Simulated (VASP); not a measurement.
A run of VASP 6.6.1:

Contents of INCAR:

```
SYSTEM = Nb
PREC = Accurate ; ENCUT = 600
EDIFF = 1E-6 ; ISMEAR = -1
SIGMA = 0.08 ; LREAL = .FALSE.
LASPH = .TRUE. ; NELM = 60
ALGO = Normal ; ISIF = 3
LWAVE = .FALSE. ; LCHARG = .FALSE.
GGA = PE ; IBRION = 2
NSW = 100 ; EDIFFG = -0.005
```

File KPOINTS:

```
regular mesh
0
G
  16 16 16
  0 0 0
```

POSCAR

```
Nb
1.0
   -1.6242937642      1.6242937642      1.6242937642
    1.6242937642     -1.6242937642      1.6242937642
    1.6242937642      1.6242937642     -1.6242937642
Nb
1
Direct
    0.0000000000      0.0000000000      0.0000000000
```

Potentials or basis: VASP PAW PBE potentials, release 64 (Nb_sv).

Command:

```bash
$ cat potpaw_PBE.64/Nb_sv/POTCAR > POTCAR
$ mpirun -np 1 vasp_std > vasp.out
```

Hardware: 1 thread of Intel(R) Xeon(R) 6975P-C (Granite Rapids), with other jobs on the host.

Q: Estimate the wall time of this run.

A: Wall time 30 s on 1 thread of Intel(R) Xeon(R) 6975P-C (Granite Rapids), with other jobs on the host, peak memory 0.16 GiB. Counts: scf iterations 38, k points 145, ion steps 4.
